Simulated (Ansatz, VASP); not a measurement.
## One calculation of Ge2P, two programs

```
Ge P
1.0
     5.06851    0.00000    0.00000
     0.00000    5.06851    0.00000
     0.00000    0.00000    2.55371
Ge P
2 1
Cartesian
  0.0000 2.5343 0.0000
  2.5343 0.0000 0.0000
  0.0000 0.0000 0.0000
```

Change from the starting cell: species swapped into the CuI2 type (P4/mmm, No. 123).

Alike in both runs: functional PBE; k mesh 10 × 10 × 18; occupations gaussian, width 0.1 eV; no spin polarisation.

Ansatz relaxed the structure, and its values are those at the end. VASP's run is a single point on that final structure, the one shown.

```csv
,VASP,Ansatz
version,VASP 6.6.1,Ansatz 0.2.0
potentials or method,"VASP PAW PBE potentials, release 64 (Ge_d, P), cutoff 520 eV","scalar-relativistic, plane waves, PAW"
valence electrons in the cell,33,33
```

|  | VASP | Ansatz | Ansatz less VASP |
| --- | --- | --- | --- |
| gap on the k mesh at the Fermi level (eV) | none | none | - |
| pressure (GPa) | -0.1 | 0.0 | +0.06 |

A gap of «none» marks a metal or a gap that the smearing closes. The functional is the same, so the differences come from potentials, cutoffs and numerics.
